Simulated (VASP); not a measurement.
Input of a VASP 6.6.1 run:

The input INCAR:

```
PREC = Accurate
ENCUT = 520
EDIFF = 1E-6
ISMEAR = -1
SIGMA = 0.1
LREAL = False
LASPH = True
NELM = 100
ALGO = Normal
ISIF = 2
LWAVE = False
LCHARG = False
GGA = PS
NBANDS = 17
```

File KPOINTS:

```
Automatic mesh
0
Gamma
  19 19 10
```

POSCAR

```
Hf
1.0
    3.0269065059      0.0000000000      0.0000000000
   -1.5134532530      2.6213779290      0.0000000000
    0.0000000000      0.0000000000      4.7959520100
Hf
2
Direct
    0.3333333333      0.6666666667      0.2500000000
    0.6666666667      0.3333333333      0.7500000000
```

Potentials or basis: VASP PAW PBE potentials, release 64 (Hf_pv).

Command:

```bash
$ cat potpaw_PBE.64/Hf_pv/POTCAR > POTCAR
$ mpirun -np 1 vasp_std > vasp.out
```

Question: Estimate the band gap on the k mesh.

Answer: Zero (band 10 reaches 7.13 eV, above the bottom of band 11 at 5.53 eV).

Question: What does it give for the pressure?

Answer: 17.6 GPa.

Stress tensor (GPa, compression positive):
```
17.21  0.00  0.00
 0.00 17.21  0.00
 0.00  0.00 18.29
```

Caveat: the PAW data sets were made with another functional, which shifts forces and pressure a little; spin-orbit coupling is left out, which moves the levels of the heavy elements.
